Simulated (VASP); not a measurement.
A run of VASP 6.6.1 is set up as follows.

Contents of INCAR:

```
PREC = Accurate
ENCUT = 500
EDIFF = 1E-6
ISMEAR = 0
SIGMA = 0.1
LREAL = False
LASPH = True
NELM = 120
ALGO = Normal
ISIF = 2
LWAVE = False
LCHARG = True
GGA = PS
LELF = True
LVHAR = True
NBANDS = 16
GGA_COMPAT = False
```

KPOINTS

```
regular mesh
0
Gamma
  14 14 14
```

Contents of POSCAR:

```
InAs
1.0
    0.0000000000      2.6678851039      2.6678851039
    2.6678851039      0.0000000000      2.6678851039
    2.6678851039      2.6678851039      0.0000000000
In As
1 1
Direct
    0.5000000000      0.5000000000      0.5000000000
    0.0000000000      0.0000000000      0.0000000000
```

Potentials or basis: VASP PAW PBE potentials, release 64 (In_d, As).

Run with:

```sh
$ cat potpaw_PBE.64/In_d/POTCAR potpaw_PBE.64/As/POTCAR > POTCAR
$ mpirun -np 1 vasp_std > vasp.out
```

**Question.** What does it give for the band gap on the k mesh?

**Answer.** Zero (bands 9 and 10 overlap by 3.26 eV).

**Question.** Predict the pressure.

**Answer.** 19.1 GPa.

Caveat: the cell stands under pressure; the PAW data sets were made with another functional, which shifts forces and pressure a little; spin-orbit coupling is left out, which moves the levels of the heavy elements.
